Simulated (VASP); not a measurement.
# Ag (Fm-3m) in VASP: single point with r2SCAN+D3(BJ)+U

Aim: the single point of Ag with r2SCAN+D3(BJ)+U.

Program: VASP 6.6.1. These are calculated values, not measurements. Logs are shortened: lines on timing, memory, paths and dates and some standing lists are left out, and cuts for length are marked.

### Step 1. The cell of the first run

Symmetry: Fm-3m, No. 225, cubic system. Conventional cell: a = 4.089 Å, b = 4.089 Å, c = 4.089 Å, α = 90.00°, β = 90.00°, γ = 90.00°. Ag (site symmetry m-3m) has 12 Ag at 2.89 Å within 3.8 Å.

### Step 2. Single point, r2SCAN+D3(BJ)+U

File POSCAR:

```
Ag
1.0
    0.0000000000      2.0445542600      2.0445542600
    2.0445542600      0.0000000000      2.0445542600
    2.0445542600      2.0445542600      0.0000000000
Ag
1
Direct
    0.0000000000      0.0000000000      0.0000000000
```

File INCAR.step1:

```
PREC = Accurate
ENCUT = 690
ISMEAR = -1
SIGMA = 0.1
LREAL = False
LASPH = True
NELM = 200
LMAXMIX = 4
LDAU = True
LDAUTYPE = 2
LDAUL = 2
LDAUU = 5
LDAUJ = 0
NBANDS = 16
GGA = PE
ALGO = Normal
EDIFF = 1E-5
LWAVE = True
LCHARG = False
GGA_COMPAT = False
```

File INCAR.step2:

```
PREC = Accurate
ENCUT = 690
EDIFF = 1E-6
ISMEAR = -1
SIGMA = 0.1
LREAL = False
LASPH = True
NELM = 200
ALGO = Normal
ISIF = 2
LWAVE = False
LCHARG = False
LMAXMIX = 4
LDAU = True
LDAUTYPE = 2
LDAUL = 2
LDAUU = 5
LDAUJ = 0
LDAUPRINT = 1
METAGGA = R2SCAN
LMIXTAU = True
IVDW = 12
VDW_S6 = 1.0
VDW_S8 = 0.78981345
VDW_A1 = 0.49484001
VDW_A2 = 5.73083694
NBANDS = 16
ISTART = 1
GGA_COMPAT = False
```

File KPOINTS:

```
Automatic mesh
0
Gamma
  7 7 7
```

Potentials or basis: VASP PAW PBE potentials, release 64 (Ag_sv_GW).

Launch:

```sh
$ cat potpaw_PBE.64/Ag_sv_GW/POTCAR > POTCAR
$ cp INCAR.step1 INCAR
$ mpirun -np 1 vasp_std > vasp.out
$ cp INCAR.step2 INCAR
$ mpirun -np 1 vasp_std > vasp.out
```

OUTCAR:

```text
PREC = Accurate
   ENCUT = 690
   EDIFF = 1E-6
   ISMEAR = -1
   LREAL = False
   LASPH = True
   NELM = 200
   ISIF = 2
   METAGGA = R2SCAN
   IVDW = 12
   ISTART = 1
 IVDW          = 12

 ion  position               nearest neighbor table
   1  0.000  0.000  0.000-

  LATTYP: Found a face centered cubic cell.
 ALAT       =     4.0891085200

  Lattice vectors:

 A1 = (   0.0000000000,   2.0445542600,   2.0445542600)
 A2 = (   2.0445542600,   0.0000000000,   2.0445542600)
 A3 = (   2.0445542600,   2.0445542600,   0.0000000000)

Analysis of symmetry for initial positions (statically):
=====================================================================
 Subroutine PRICEL returns:
 Original cell was already a primitive cell.

 Routine SETGRP: Setting up the symmetry group for a
 face centered cubic supercell.

 Subroutine GETGRP returns: Found 48 space group operations
 (whereof 48 operations were pure point group operations)
 out of a pool of 48 trial point group operations.

The static configuration has the point symmetry O_h .

Analysis of symmetry for dynamics (positions and initial velocities):
=====================================================================
 Subroutine PRICEL returns:
 Original cell was already a primitive cell.

 Routine SETGRP: Setting up the symmetry group for a
 face centered cubic supercell.

 Subroutine GETGRP returns: Found 48 space group operations
 (whereof 48 operations were pure point group operations)
 out of a pool of 48 trial point group operations.

The dynamic configuration has the point symmetry O_h .

 Subroutine INISYM returns: Found 48 space group operations
 (whereof 48 operations are pure point group operations),
 and found     1 'primitive' translations

----------------------------------------------------------------------------------------

                                     Primitive cell

  volume of cell :      17.0933

  direct lattice vectors                    reciprocal lattice vectors
     0.000000000  2.044554260  2.044554260    -0.244552081  0.244552081  0.244552081
     2.044554260  0.000000000  2.044554260     0.244552081 -0.244552081  0.244552081
     2.044554260  2.044554260  0.000000000     0.244552081  0.244552081 -0.244552081

  length of vectors
     2.891436363  2.891436363  2.891436363     0.423576630  0.423576630  0.423576630

  position of ions in fractional coordinates (direct lattice)
     0.000000000  0.000000000  0.000000000

  ion indices of the primitive-cell ions
   primitive index   ion index
                 1           1

----------------------------------------------------------------------------------------

 KPOINTS: Automatic mesh

Automatic generation of k-mesh.
 Grid dimensions read from file:
 generate k-points for:    7    7    7

 Generating k-lattice:

  Cartesian coordinates                     Fractional coordinates (reciprocal lattice)
    -0.034936012  0.034936012  0.034936012     0.142857143  0.000000000  0.000000000
     0.034936012 -0.034936012  0.034936012     0.000000000  0.142857143  0.000000000
     0.034936012  0.034936012 -0.034936012     0.000000000  0.000000000  0.142857143

  Length of vectors
     0.060510947  0.060510947  0.060510947

  Shift w.r.t. Gamma in fractional coordinates (k-lattice)
     0.000000000  0.000000000  0.000000000

 Subroutine IBZKPT returns following result:
 ===========================================

 Found     20 irreducible k-points:

 Following reciprocal coordinates:
            Coordinates               Weight
  0.000000  0.000000  0.000000      1.000000
  0.142857  0.000000  0.000000      8.000000
  0.285714  0.000000  0.000000      8.000000
  0.428571  0.000000  0.000000      8.000000
  0.142857  0.142857  0.000000      6.000000
  0.285714  0.142857  0.000000     24.000000
[... 12 lines left out ...]
 -0.428571  0.428571  0.142857     24.000000
 -0.285714  0.428571  0.142857     24.000000
   k-points           NKPTS =     20   k-points in BZ     NKDIM =     20   number of bands    NBANDS=     16
   number of dos      NEDOS =    301   number of ions     NIONS =      1
   total plane-waves  NPLWV =  21952
   dimension x,y,z NGX =    28 NGY =   28 NGZ =   28
   dimension x,y,z NGXF=    56 NGYF=   56 NGZF=   56
   ions per type =               1
   NGX,Y,Z   is equivalent  to a cutoff of  16.10, 16.10, 16.10 a.u.
   NGXF,Y,Z  is equivalent  to a cutoff of  32.20, 32.20, 32.20 a.u.
 SYSTEM =  unknown system
   PREC   = accura    normal or accurate (medium, high low for compatibility)
   ISTART =      1    job   : 0-new  1-cont  2-samecut
   ICHARG =      0    charge: 1-file 2-atom 10-const
   ISPIN  =      1    spin polarized calculation?
   LNONCOLLINEAR =      F non collinear calculations
   LSORBIT =      F    spin-orbit coupling
   LASPH  =      T    aspherical Exc in radial PAW
   ENCUT  =  690.0 eV  50.71 Ry    7.12 a.u.   6.19  6.19  6.19*2*pi/ulx,y,z
   NELM   =    200;   NELMIN=  2; NELMDL=  0     # of ELM steps
   EDIFF  = 0.1E-05   stopping-criterion for ELM
   LREAL  =      F    real-space projection
[... 7 lines left out ...]
   TEBEG  =    0.0;   TEEND  =   0.0 temperature during run
   PSTRESS=    0.0 pullay stress
   NELECT =      19.0000    total number of electrons
   NUPDOWN=      -1.0000    fix difference up-down
   EMIN   =  10.00;   EMAX   =-10.00  energy-range for DOS
   EFERMI =   0.00;   METHOD = LEGACY
   ISMEAR =    -1;   SIGMA  =   0.10  broadening in eV -4-tet -1-fermi 0-gaus
   EFERMI_NEDOS =   21; number of points for ismear=-14 and -15
   IALGO  =     38    algorithm
   IMIX   =      4    mixing-type and parameters
     AMIX     =   0.40;   BMIX     =  1.00
     AMIX_MAG =   1.60;   BMIX_MAG =  1.00
  volume/ion in A,a.u.               =      17.09       115.35
  Fermi-wavevector in a.u.,A,eV,Ry     =   1.695837  3.204667 39.128485  2.875862
  Thomas-Fermi vector in A             =   2.776808
   LORBIT       =      0    0 simple, 1 ext, 2 COOP (PROOUT), +10 PAW based schemes
 LDA+U is selected, type is set to LDAUTYPE =  2
   angular momentum for each species LDAUL =     2
   U (eV)           for each species LDAUU =   5.0
   J (eV)           for each species LDAUJ =   0.0
   METAGGA = R2SCAN    functional components
   LHFCALC =     F    Hartree Fock is set to
   AEXX    =    0.0000 exact exchange contribution
   IVDW    =    12    specifies the selected vdW correction
   LEPSILON=     F    determine dielectric tensor
   LRPA    =     F    only Hartree local field effects (RPA)
 non-spin polarized calculation
  energy-cutoff  :      690.00
  volume of cell :       17.09
 maximum number of plane-waves:       725
 NGX is ok and might be reduce to    28
   NGX = 13   NGY = 13   NGZ = 13

atom =   1  type =  1  l = 2

 onsite density matrix

spin component  1

  0.8647  0.0000  0.0000 -0.0000 -0.0000
  0.0000  0.8647 -0.0000  0.0000  0.0000
  0.0000 -0.0000  0.8734  0.0000  0.0000
 -0.0000  0.0000  0.0000  0.8647  0.0000
 -0.0000  0.0000  0.0000  0.0000  0.8734

spin component  2

  0.8647  0.0000  0.0000 -0.0000 -0.0000
  0.0000  0.8647 -0.0000  0.0000  0.0000
  0.0000 -0.0000  0.8734  0.0000  0.0000
 -0.0000  0.0000  0.0000  0.8647  0.0000
 -0.0000  0.0000  0.0000  0.0000  0.8734

 occupancies and eigenvectors

  o =  0.8647  v =  0.0000 -0.9939  0.0000  0.1102  0.0000  0.0000  0.0000  0.0000  0.0000  0.0000      0.0000  0.0000  0.0000  0.0000  0.0000  0.0000  0.0000  0.0000  0.0000  0.0000
  o =  0.8647  v =  0.0000  0.0000  0.0000  0.0000  0.0000  0.0000 -0.9939  0.0000  0.1102  0.0000      0.0000  0.0000  0.0000  0.0000  0.0000  0.0000  0.0000  0.0000  0.0000  0.0000
  o =  0.8647  v =  1.0000  0.0000  0.0000  0.0000  0.0000  0.0000  0.0000  0.0000  0.0000  0.0000      0.0000  0.0000  0.0000  0.0000  0.0000  0.0000  0.0000  0.0000  0.0000  0.0000
  o =  0.8647  v =  0.0000  0.0000  0.0000  0.0000  0.0000  1.0000  0.0000  0.0000  0.0000  0.0000      0.0000  0.0000  0.0000  0.0000  0.0000  0.0000  0.0000  0.0000  0.0000  0.0000
  o =  0.8647  v =  0.0000  0.1102 -0.0000  0.9939  0.0000  0.0000  0.0000  0.0000  0.0000  0.0000      0.0000  0.0000  0.0000  0.0000  0.0000  0.0000  0.0000  0.0000  0.0000  0.0000
  o =  0.8647  v =  0.0000  0.0000  0.0000  0.0000  0.0000  0.0000  0.1102 -0.0000  0.9939  0.0000      0.0000  0.0000  0.0000  0.0000  0.0000  0.0000  0.0000  0.0000  0.0000  0.0000
  o =  0.8734  v =  0.0000  0.0000  0.0000  0.0000  0.0000  0.0000 -0.0000 -0.0074  0.0000 -1.0000      0.0000  0.0000  0.0000  0.0000  0.0000  0.0000  0.0000  0.0000  0.0000  0.0000
  o =  0.8734  v =  0.0000 -0.0000 -0.0074  0.0000 -1.0000  0.0000  0.0000  0.0000  0.0000  0.0000      0.0000  0.0000  0.0000  0.0000  0.0000  0.0000  0.0000  0.0000  0.0000  0.0000
  o =  0.8734  v =  0.0000  0.0000  0.0000  0.0000  0.0000  0.0000 -0.0000 -1.0000 -0.0000  0.0074      0.0000  0.0000  0.0000  0.0000  0.0000  0.0000  0.0000  0.0000  0.0000  0.0000
  o =  0.8734  v =  0.0000 -0.0000 -1.0000 -0.0000  0.0074  0.0000  0.0000  0.0000  0.0000  0.0000      0.0000  0.0000  0.0000  0.0000  0.0000  0.0000  0.0000  0.0000  0.0000  0.0000

 number of electron      19.0000002 magnetization

 Free energy of the ion-electron system (eV)
  ---------------------------------------------------
  ext. energy  EPLUGINS =         0.00000000
  ---------------------------------------------------
  free energy    TOTEN  =       -16.34474882 eV

  energy without entropy =      -16.34012137  energy(sigma->0) =      -16.34243510

 E-fermi :   7.6175     XC(G=0): -13.1027

 val. band max:        6.3558879395   @ k =   0.4286   0.2857   0.0000
 cond. band min:       7.7303025673   @ k =   0.4286   0.4286   0.0000
 fundamental gap:      1.3744146278
 Fermi energy:         7.6175184749

 k-point     1 :       0.0000    0.0000    0.0000
  band No.  band energies     occupation
      1     -86.6806      2.00000
      2     -49.2690      2.00000
      3     -49.2690      2.00000
      4     -49.2690      2.00000
      5      -0.6153      2.00000
      6       0.9747      2.00000
[... 8 lines left out ...]
     15      32.3738      0.00000
     16      32.9955      0.00000

 k-point     2 :       0.1429    0.0000    0.0000
  band No.  band energies     occupation
      1     -86.6771      2.00000
      2     -49.3020      2.00000
      3     -49.2740      2.00000
      4     -49.2740      2.00000
      5      -0.0572      2.00000
      6       0.9628      2.00000
[... 8 lines left out ...]
     15      31.0210      0.00000
     16      32.2518      0.00000

 k-point     3 :       0.2857    0.0000    0.0000
  band No.  band energies     occupation
      1     -86.6691      2.00000
      2     -49.3758      2.00000
      3     -49.2851      2.00000
      4     -49.2851      2.00000
      5       0.0078      2.00000
      6       1.1246      2.00000
[... 8 lines left out ...]
     15      30.6215      0.00000
     16      30.6215      0.00000

 k-point     4 :       0.4286    0.0000    0.0000
  band No.  band energies     occupation
      1     -86.6628      2.00000
      2     -49.4345      2.00000
      3     -49.2940      2.00000
      4     -49.2940      2.00000
      5      -0.2918      2.00000
      6       0.9590      2.00000
[... 8 lines left out ...]
     15      30.3018      0.00000
     16      30.3018      0.00000
[... 248 lines left out ...]
 k-point    18 :      -0.4286    0.2857    0.1429
  band No.  band energies     occupation
      1     -86.6588      2.00000
      2     -49.4106      2.00000
      3     -49.3479      2.00000
      4     -49.3123      2.00000
      5       0.3475      2.00000
      6       0.5497      2.00000
[... 8 lines left out ...]
     15      30.4585      0.00000
     16      34.9418      0.00000

 k-point    19 :      -0.4286    0.4286    0.1429
  band No.  band energies     occupation
      1     -86.6567      2.00000
      2     -49.4133      2.00000
      3     -49.3510      2.00000
      4     -49.3312      2.00000
      5      -0.0345      2.00000
      6       0.0202      2.00000
[... 8 lines left out ...]
     15      28.6787      0.00000
     16      34.0001      0.00000

 k-point    20 :      -0.2857    0.4286    0.1429
  band No.  band energies     occupation
      1     -86.6562      2.00000
      2     -49.3922      2.00000
      3     -49.3815      2.00000
      4     -49.3284      2.00000
      5       0.1648      2.00000
      6       0.5837      2.00000
[... 8 lines left out ...]
     15      31.7397      0.00000
     16      33.4245      0.00000

------------------------ aborting loop because EDIFF is reached ----------------------------------------

 Edisp (eV)   -0.27858

 E8    (eV) :    -0.0961

  FORCE on cell =-STRESS in cart. coord.  units (eV):
  Direction    XX          YY          ZZ          XY          YZ          ZX
  --------------------------------------------------------------------------------------
  -------------------------------------------------------------------------------------
  Total      -0.01248    -0.01248    -0.01248     0.00000     0.00000    -0.00000
  in kB      -1.16969    -1.16969    -1.16969     0.00000     0.00000    -0.00000
  external pressure =       -1.17 kB  Pullay stress =        0.00 kB

 VOLUME and BASIS-vectors are now :
 -----------------------------------------------------------------------------
  energy-cutoff  :      690.00
  volume of cell :       17.09
      direct lattice vectors                 reciprocal lattice vectors
     0.000000000  2.044554260  2.044554260    -0.244552081  0.244552081  0.244552081
     2.044554260  0.000000000  2.044554260     0.244552081 -0.244552081  0.244552081
     2.044554260  2.044554260  0.000000000     0.244552081  0.244552081 -0.244552081

 POSITION                                       TOTAL-FORCE (eV/Angst)
 -----------------------------------------------------------------------------------
      0.00000      0.00000      0.00000         0.000000     -0.000000     -0.000000
 -----------------------------------------------------------------------------------
    total drift:                               -0.000000     -0.000000     -0.000000

  FREE ENERGIE OF THE ION-ELECTRON SYSTEM (eV)
  ---------------------------------------------------
  free  energy   TOTEN  =       -16.6233321272 eV

  energy  without entropy=      -16.6187046821  energy(sigma->0) =      -16.62101840
```

Wall time 72 s (1 thread of Intel Xeon Platinum 8375C at 2.90GHz (Ice Lake), shared host); peak memory 0.18 GiB.

What came out:

| Property | Result |
| --- | --- |
| Free energy | -16.6233 eV |
| Pressure | -0.1 GPa |
| Band gap on the k mesh | zero (an odd number of electrons rules out a gap without spin polarisation) |
| Dispersion energy per atom | -0.279 eV |

Levels at points of the mesh, in eV from the Fermi level:
```
           k point  band 7  band 8  band 9  band 10  band 11  band 12  band 13  band 14
(0.00, 0.00, 0.00)   -6.64   -6.64   -5.69    -5.69    15.98    19.72    19.72    19.72
```

Eigenvalues of the final occupation matrices:
```
    site  spin  trace               eigenvalues
site 1 d     1   4.34  0.86 0.86 0.86 0.87 0.87
site 1 d     2   4.34  0.86 0.86 0.86 0.87 0.87
```

Caveat: the k points lie up to 0.38 Å⁻¹ apart, too coarse for converged energies and pressures of a metal; the PAW data sets were made with another functional, which shifts forces and pressure a little; U without spin polarisation on a metal has little footing; the U is typed as a test and isn't derived for this compound.

The gap in the log of VASP goes by the Fermi energy; the results here count the filled bands.